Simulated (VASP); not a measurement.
A run of VASP 6.6.1 is set up as follows.

Contents of INCAR:

```
  PREC = Accurate
  ENCUT = 520
  EDIFF = 1E-7
  ISMEAR = -1
  SIGMA = 0.08
  LREAL = False
  LASPH = True
  NELM = 100
  ALGO = Normal
  ISIF = 2
  LWAVE = False
  LCHARG = False
  GGA = PE
  NBANDS = 11
```

File KPOINTS:

```
regular mesh
0
Gamma
  12 12 12
```

File POSCAR:

```
Ca
1.0
    0.0000000000      2.7837274457      2.7837274457
    2.7837274457      0.0000000000      2.7837274457
    2.7837274457      2.7837274457      0.0000000000
Ca
1
Direct
    0.0000000000      0.0000000000      0.0000000000
```

Potentials or basis: VASP PAW PBE potentials, release 64 (Ca_sv).

Run with:

```console
$ cat potpaw_PBE.64/Ca_sv/POTCAR > POTCAR
$ mpirun -np 1 vasp_std > vasp.out
```

(1) Estimate the band gap on the k mesh.

(2) Estimate the pressure.

Results:

(1) zero (bands 5 and 6 overlap by 0.39 eV).

(2) -0.4 GPa.
